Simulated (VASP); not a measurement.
Dy3O2:

```
Dy O
1.0
     5.60977    0.00000    0.00000
    -2.80489    4.85821    0.00000
     0.00000    0.00000    3.86498
Dy O
3 2
Direct
  0.50000 0.00000 0.00000
  0.00000 0.50000 0.00000
  0.50000 0.50000 0.00000
  0.00000 0.00000 0.76221
  0.00000 0.00000 0.23779
```

The cell was generated, and may not be a known phase.

```yaml
Program: VASP 6.6.1
Task: relaxation of cell and atoms
Functional: PBE
Potentials_or_basis: VASP PAW PBE potentials, release 64 (Dy_3, O), 4f in core
Cutoff: 600 eV
k_mesh: 12 × 12 × 10
Occupations: gaussian, width 0.1 eV
Spin: no spin polarisation
```

At the start: pressure 1.0 GPa; volume 21.07 Å³/atom.

Problem. How do energy, volume and symmetry change on relaxing?

Solution. Over 18 steps the energy falls by 64.2 meV/atom and the volume is 22.39 Å³/atom (+6.3 %); space group P6/mmm (No. 191, to 0.1 Å) before and after.

The path:
| step | energy change (eV) | largest force (eV/Å) | pressure (GPa) | volume (Å³) |
| --- | --- | --- | --- | --- |
| 1 | 0.0000 | 0.3016 | 0.98 | 105.33 |
| 2 | -0.0161 | 0.3575 | 0.12 | 107.30 |
| 3 | -0.0269 | 0.6441 | -1.55 | 112.04 |
| 4 | -0.0329 | 0.7132 | -1.63 | 112.41 |
| 5 | -0.0564 | 0.9393 | -1.86 | 113.52 |
| 6 | -0.1275 | 1.3246 | -2.19 | 115.75 |
| 7 | -0.2472 | 0.1925 | -2.20 | 120.32 |
| 8 | -0.2467 | 0.5429 | -2.28 | 119.69 |
| 9 | -0.2479 | 0.3591 | -2.25 | 120.03 |
| 10 | -0.2676 | 0.5928 | -1.29 | 118.44 |
| 11 | -0.2679 | 0.4754 | -1.40 | 118.62 |
| 12 | -0.2862 | 0.3856 | -1.08 | 117.10 |
| 13 | -0.3156 | 0.1199 | 0.02 | 112.63 |
| 14 | -0.3166 | 0.0600 | 0.30 | 111.67 |
| 15 | -0.3196 | 0.0014 | 0.16 | 111.80 |
| 16 | -0.3207 | 0.0629 | 0.01 | 111.94 |
| 17 | -0.3208 | 0.0421 | 0.06 | 111.97 |
| 18 | -0.3208 | 0.0012 | 0.04 | 111.95 |

Final structure:
```xyz
5
Lattice="5.8122 0.0000 0.0000 -2.9061 5.0335 0.0000 0.0000 0.0000 3.8267" Properties=species:S:1:pos:R:3 pbc="T T T"
Dy    2.9061    0.0000    0.0000
Dy   -1.4531    2.5168    0.0000
Dy    1.4531    2.5168    0.0000
O     0.0000    0.0000    3.0841
O     0.0000    0.0000    0.7425
```

Caveat: an odd number of electrons without spin polarisation forces a metal; a magnetic or distorted state may lie lower; the run has no spin polarisation, though such a crystal can be magnetic.
